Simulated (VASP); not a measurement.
Write the native input for VASP 6.6.1 that does the following.

| Quantity | Value |
| --- | --- |
| Task | single point |
| Functional | PBE |
| Potentials or basis | VASP PAW PBE potentials, release 64 (Ge_d, Hg) |
| Cutoff | 520 eV |
| k mesh | 4 × 4 × 4 |
| Occupations | gaussian, width 0.1 eV |
| Spin | no spin polarisation |
| Dipole correction | no |
| Further INCAR settings | ALGO = Normal; EDIFF = 1e-06; NBANDS = 41 |

The structure of Hg2Ge3 lies in POSCAR:

```
Hg2Ge3
1.0
    5.1100239700      0.0000000000      0.0000000000
    0.0000000000      5.1100239700      0.0000000000
    0.0000000000      0.0000000000      5.1100239700
Ge Hg
3 2
Direct
    0.5000000000      0.0000000000      0.0000000000
    0.0000000000      0.5000000000      0.0000000000
    0.0000000000      0.0000000000      0.5000000000
    0.0000000000      0.0000000000      0.0000000000
    0.5000000000      0.5000000000      0.5000000000
```

The cell was built from a structure type or drawn by symmetry, and may not be a known phase.

One way to write it, as run:

INCAR

```
PREC     = Accurate       # precision mode
ENCUT    = 520            # plane-wave cutoff, eV
EDIFF    = 1E-6           # SCF threshold, eV
ISMEAR   = 0              # smearing method
SIGMA    = 0.1            # smearing width, eV
LREAL    = F              # projectors in reciprocal space
LASPH    = T              # aspherical terms in the spheres
NELM     = 80             # most SCF steps
ALGO     = Normal         # electronic algorithm
ISIF     = 2              # what is computed and relaxed
LWAVE    = F              # write WAVECAR
LCHARG   = F              # write CHGCAR
GGA      = PE             # functional
NBANDS   = 41             # bands
```

KPOINTS

```
regular mesh
0
Gamma
  4 4 4
```

Potentials or basis: VASP PAW PBE potentials, release 64 (Ge_d, Hg).

Run with:

```sh
$ cat potpaw_PBE.64/Ge_d/POTCAR potpaw_PBE.64/Hg/POTCAR > POTCAR
$ mpirun -np 1 vasp_std > vasp.out
```

It gave:

```json
{
 "Pressure": "4.3 GPa",
 "Band gap on the k mesh": "zero (bands 33 and 34 overlap by 1.03 eV)"
}
```

Caveat: the cell stands under pressure; spin-orbit coupling is left out, which moves the levels of the heavy elements.

It took 28 s on 1 thread of Intel(R) Xeon(R) 6975P-C (Granite Rapids), with other jobs on the host, peak memory 0.25 GiB.
